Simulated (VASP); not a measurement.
Set up this calculation in VASP 6.6.1, as the native input.

```yaml
Task: relaxation of cell and atoms
Functional: PBE
Potentials_or_basis: VASP PAW PBE potentials, release 64 (Si, Ge_d)
Cutoff: 600 eV
k_mesh: 6 × 6 × 4
Occupations: gaussian, width 0.1 eV
Spin: no spin polarisation
Dipole_correction: no
Further_INCAR_settings: ALGO = Normal; EDIFF = 1e-06; IBRION = 2; EDIFFG = -0.04; NSW = 90; ISIF = 3
```

The structure of Si3Ge lies in POSCAR:

```
Si3Ge
1.0
    3.5797151400      0.0000000000      0.0000000000
    0.0000000000      3.5797151400      0.0000000000
    0.0000000000      0.0000000000      5.0624817100
Si Ge
3 1
Direct
    0.0000000000      0.0000000000      0.0000000000
    0.5000000000      0.0000000000      0.7500000000
    0.0000000000      0.5000000000      0.2500000000
    0.5000000000      0.5000000000      0.5000000000
```

The input as run:

INCAR

```
SYSTEM = Si3Ge
PREC = Accurate ; ENCUT = 600
EDIFF = 1E-6 ; ISMEAR = 0
SIGMA = 0.1 ; LREAL = .False.
LASPH = .True. ; NELM = 80
ALGO = Normal ; ISIF = 3
LWAVE = .False. ; LCHARG = .False.
GGA = PE ; IBRION = 2
NSW = 90 ; EDIFFG = -0.04
```

KPOINTS

```
regular mesh
0
Gamma
  6 6 4
  0 0 0
```

Potentials or basis: VASP PAW PBE potentials, release 64 (Si, Ge_d).

The run is started by

```sh
$ cat potpaw_PBE.64/Si/POTCAR potpaw_PBE.64/Ge_d/POTCAR > POTCAR
$ mpirun -np 1 vasp_std > vasp.out
```

It gave:

```json
{"Relaxed volume": "21.21 Å³/atom", "Relaxed cell": "a = 3.919 Å, b = 3.919 Å, c = 5.525 Å, α = 90.00°, β = 90.00°, γ = 90.00°", "Space group after relaxing (to 0.05 Å)": "P-4m2 (No. 115)", "Energy gained by relaxing": "472.1 meV/atom", "Ionic steps": "8", "Pressure after relaxing": "-0.2 GPa", "Largest force after relaxing": "0.016 eV/Å", "Band gap on the k mesh": "0.40 eV, indirect (least direct gap 0.67 eV)"}
```

Caveat: the volume moved by over 15 % at a fixed basis, so the end points are rough.

Run time: 74 s on 1 thread of Intel(R) Xeon(R) 6975P-C (Granite Rapids), on a shared host, peak memory 0.2 GiB.
